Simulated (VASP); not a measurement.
Here is a VASP 6.6.1 calculation.

The input INCAR:

```
SYSTEM = InSe
ALGO     = Normal         ! electronic algorithm
EDIFF    = 1E-6           ! SCF threshold, eV
ENCUT    = 520            ! plane-wave cutoff, eV
GGA      = PS             ! functional
ISIF     = 2              ! what is computed and relaxed
ISMEAR   = 0              ! smearing method
LASPH    = .TRUE.         ! aspherical terms in the spheres
LCHARG   = .TRUE.         ! write CHGCAR
LELF     = .TRUE.         ! ELF
LREAL    = .FALSE.        ! projectors in reciprocal space
LVHAR    = .TRUE.       
LWAVE    = .FALSE.        ! write WAVECAR
NBANDS   = 27             ! bands
NELM     = 60             ! most SCF steps
PREC     = Accurate       ! precision mode
SIGMA    = 0.02           ! smearing width, eV
```

File KPOINTS:

```
k-points
0
G
  12 12 12
  0 0 0
```

The input POSCAR:

```
InSe
1.0
    2.0044545906      1.1572723974      8.4295987923
   -2.0044545906      1.1572723974      8.4295987923
    0.0000000000     -2.3145447949      8.4295987923
In Se
2 2
Direct
    0.0007716396      0.0007716396      0.0007716396
    0.1105681948      0.1105681948      0.1105681948
    0.6169296107      0.6169296107      0.6169296107
    0.8277305550      0.8277305550      0.8277305550
```

Potentials or basis: VASP PAW PBE potentials, release 64 (In_d, Se).

Command:

```console
$ cat potpaw_PBE.64/In_d/POTCAR potpaw_PBE.64/Se/POTCAR > POTCAR
$ mpirun -np 1 vasp_std > vasp.out
```

**Question.** Predict the largest force.

**Answer.** 0.019 eV/Å.

**Question.** Estimate the band gap on the k mesh.

**Answer.** 0.36 eV.

**Question.** What does it give for the pressure?

**Answer.** 0.1 GPa.

Forces on the atoms (eV/Å):
```
In   0.000  0.000  0.019
In   0.000  0.000 -0.018
Se   0.000  0.000 -0.019
Se   0.000  0.000  0.019
```

Caveat: the PAW data sets were made with another functional, which shifts forces and pressure a little; spin-orbit coupling is left out, which moves the levels of the heavy elements.

**What was measured.**

From “The Interaction of Hydrogen with the van der Waals Crystal γ-InSe”, 2020, pmc:7321205, for a bulk crystal of InSe at 300 K: band gap 1.25 eV.

Measured gap of InSe: 1.25 eV (300 K; “The Interaction of Hydrogen with the van der Waals Crystal γ-InSe”, 2020, pmc:7321205). This calculation gives 0.36 eV (-0.89 eV). Spin-orbit coupling on In, Se is left out. The value is that of PBEsol on a finite k mesh, which can miss the band edges, without temperature or zero-point motion. Semilocal functionals fall short of measured gaps as a rule.
